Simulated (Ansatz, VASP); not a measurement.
**Two plane-wave programs on NbAgCl3**

```xyz
5
Lattice="4.7506 0.0000 0.0000 0.0000 4.7506 0.0000 0.0000 0.0000 4.7506" Properties=species:S:1:pos:R:3 pbc="T T T"
Nb    0.0000    0.0000    0.0000
Ag    2.3753    2.3753    2.3753
Cl    0.0000    2.3753    2.3753
Cl    2.3753    0.0000    2.3753
Cl    2.3753    2.3753    0.0000
```

Alike in both runs: task single point; functional PBE; k mesh 4 × 4 × 4; occupations gaussian, width 0.1 eV; no spin polarisation.

|  | VASP | Ansatz |
| --- | --- | --- |
| version | VASP 6.6.1 | Ansatz 0.2.0 |
| potentials or method | VASP PAW PBE potentials, release 64 (Nb_sv, Ag, Cl), cutoff 520 eV | scalar-relativistic, plane waves, PAW |
| valence electrons in the cell | 45 | 53 |

VASP gave:

* gap on the k mesh at the Fermi level (eV): none
* pressure (GPa): 8.5

Q: Which values does Ansatz return?

A: gap on the k mesh at the Fermi level (eV): none; pressure (GPa): 8.7.

A gap of «none» marks a metal or a gap that the smearing closes. With one functional, cell and mesh, what is left measures potentials, basis and numerics. VASP's potentials hold 45 valence electrons a cell and Ansatz's 53, so a difference there can come from the potentials and not from the codes.
